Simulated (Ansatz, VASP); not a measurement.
C in VASP and in Ansatz

```
C
1.0
    -2.41040    2.41040    2.41040
     2.41040   -2.41040    2.41040
     2.41040    2.41040   -2.41040
C
8
Direct
  0.34307 0.01760 0.03520
  0.67453 0.67453 0.67453
  0.00000 0.32547 0.00000
  0.00000 0.00000 0.32547
  0.00000 0.67453 0.00000
  0.32547 0.32547 0.32547
  0.67453 0.00000 0.00000
  0.00000 0.00000 0.67453
```

Alike in both runs: task single point; functional LDA; k mesh 8 × 8 × 8; occupations gaussian, width 0.05 eV; no spin polarisation.

|  | VASP | Ansatz |
| --- | --- | --- |
| version | VASP 6.6.1 | Ansatz 0.2.0 |
| potentials or method | VASP PAW LDA potentials, release 64 (C), cutoff 520 eV | scalar-relativistic, plane waves, PAW |
| valence electrons in the cell | 32 | 32 |

Ansatz gave:

```
gap on the k mesh at the Fermi level (eV)                     : 2.49
least direct gap on the mesh (eV)                             : 3.42
pressure (GPa)                                                : 0.6
traceless stress, the component that is largest in VASP (GPa) : 6.48
rms of the force components (eV/Å)                            : 0.900
```

Question: What did VASP give for the same quantities?

Answer: gap on the k mesh at the Fermi level (eV): 2.48; least direct gap on the mesh (eV): 3.40; pressure (GPa): 1.7; traceless stress, the component that is largest in VASP (GPa): 6.55; rms of the force components (eV/Å): 0.906.

LDA's correlation is that of Perdew and Zunger in VASP and of Perdew and Wang (1992) in Ansatz. Atom by atom the forces differ by 0.030 eV/Å (rms over components).
